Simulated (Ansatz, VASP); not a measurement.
**Si4S in VASP and in Ansatz**

```
Si S
1.0
     4.02637    0.00000    0.00000
    -2.01319    3.48694    0.00000
     0.00000    0.00000    6.73157
Si S
4 1
Direct
  0.33333 0.66667 0.70430
  0.66667 0.33333 0.70430
  0.66667 0.33333 0.29570
  0.33333 0.66667 0.29570
  0.00000 0.00000 0.00000
```

Alike in both runs: functional PBE; k mesh 6 × 6 × 2; occupations gaussian, width 0.1 eV; no spin polarisation.

Ansatz relaxed the structure, and its values are those at the end. VASP's run is a single point on that final structure, the one shown.

|  | VASP | Ansatz |
| --- | --- | --- |
| version | VASP 6.6.1 | Ansatz 0.2.0 |
| potentials or method | VASP PAW PBE potentials, release 64 (Si, S), cutoff 520 eV | scalar-relativistic, plane waves, PAW |
| valence electrons in the cell | 22 | 22 |

|  | VASP | Ansatz | Ansatz less VASP |
| --- | --- | --- | --- |
| gap on the k mesh at the Fermi level (eV) | none | none | - |
| pressure (GPa) | 0.0 | 0.1 | +0.08 |

A gap of «none» marks a metal or a gap that the smearing closes.

The k mesh is coarse, so the values compare programs but aren't converged.
